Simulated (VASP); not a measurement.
Write the native input for VASP 6.6.1 that does the following.

- Task: relaxation of cell and atoms
- Functional: PBEsol
- Potentials or basis: VASP PAW PBE potentials, release 64 (Au)
- Cutoff: 600 eV
- k mesh: 24 × 24 × 24
- Occupations: gaussian, width 0.1 eV
- Spin: no spin polarisation
- Dipole correction: no
- Further INCAR settings: ALGO = Fast; EDIFF = 1e-06; IBRION = 2; EDIFFG = -0.01; NSW = 100; ISIF = 3

The structure of Au lies in POSCAR:

```
Au
1.0
   -1.6900922175      1.6900922175      1.4956263116
    1.6900922175     -1.6900922175      1.4956263116
    1.6900922175      1.6900922175     -1.4956263116
Au
1
Direct
    0.5000000000      0.5000000000      0.0000000000
```

One way to write it, as run:

INCAR

```
SYSTEM = Au
PREC = Accurate ; ENCUT = 600
EDIFF = 1E-6 ; ISMEAR = 0
SIGMA = 0.1 ; LREAL = .FALSE.
LASPH = .TRUE. ; NELM = 60
ALGO = Fast ; ISIF = 3
LWAVE = .FALSE. ; LCHARG = .FALSE.
GGA = PS ; IBRION = 2
NSW = 100 ; EDIFFG = -0.01
```

KPOINTS

```
Automatic mesh
0
G
  24 24 24
  0 0 0
```

Potentials or basis: VASP PAW PBE potentials, release 64 (Au).

The run is started by

```console
$ cat potpaw_PBE.64/Au/POTCAR > POTCAR
$ mpirun -np 1 vasp_std > vasp.out
```

It gave:

| Item | Value |
| --- | --- |
| Relaxed volume | 17.09 Å³/atom |
| Relaxed cell | a = 2.826 Å, b = 2.826 Å, c = 2.826 Å, α = 105.41°, β = 105.41°, γ = 117.94° |
| Space group after relaxing (to 0.1 Å) | I4/mmm (No. 139) |
| Energy gained by relaxing | 1.3 meV/atom |
| Ionic steps | 12 |
| Pressure after relaxing | 0.0 GPa |
| Band gap on the k mesh | zero (an odd number of electrons rules out a gap without spin polarisation) |

Caveat: the PAW data sets were made with another functional, which shifts forces and pressure a little; spin-orbit coupling is left out, which moves the levels of the heavy elements.

Run time: 11 min on 1 thread of Intel Xeon 8259CL, with other jobs on the host, peak memory 0.37 GiB.
